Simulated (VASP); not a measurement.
Runs of VASP 6.6.1 on AlN. The structure is that of space group P6_3mc (No. 186), or close to it. The cells are those of the table. 

```csv
task,cell,gap on the mesh (eV),pressure (GPa),largest force (eV/Å)
single point,"a = 3.080, b = 3.080, c = 4.978 Å, angles 90.0, 90.0, 120.0°, 4 atoms",4.37,8.4,0.30
single point,"a = 3.018, b = 3.018, c = 4.978 Å, angles 90.0, 90.0, 120.0°, 4 atoms",4.78,19.0,0.60
electric field gradients,"a = 3.018, b = 3.018, c = 4.978 Å, angles 90.0, 90.0, 120.0°, 4 atoms",4.78,19.0,0.60
single point,"a = 3.173, b = 3.173, c = 4.978 Å, angles 90.0, 90.0, 120.0°, 4 atoms",3.77,(a),0.02
```

Alike in all rows: level PBE; potentials or basis VASP PAW PBE potentials, release 64 (Al, N); no spin polarisation; k mesh 11 × 11 × 6; cutoff (eV) 520; smearing fermi-dirac 0.02 eV.

Question: Fill in the values left out.

Answer: (a) -4.1.

Caveats: the stress differs along the axes, from 7 to 25 GPa (at least some runs); the stress differs along the axes, from 4 to 11 GPa (at least some runs); the stress differs along the axes, from -6 to -0 GPa (at least some runs).

A k mesh can miss the band edges.
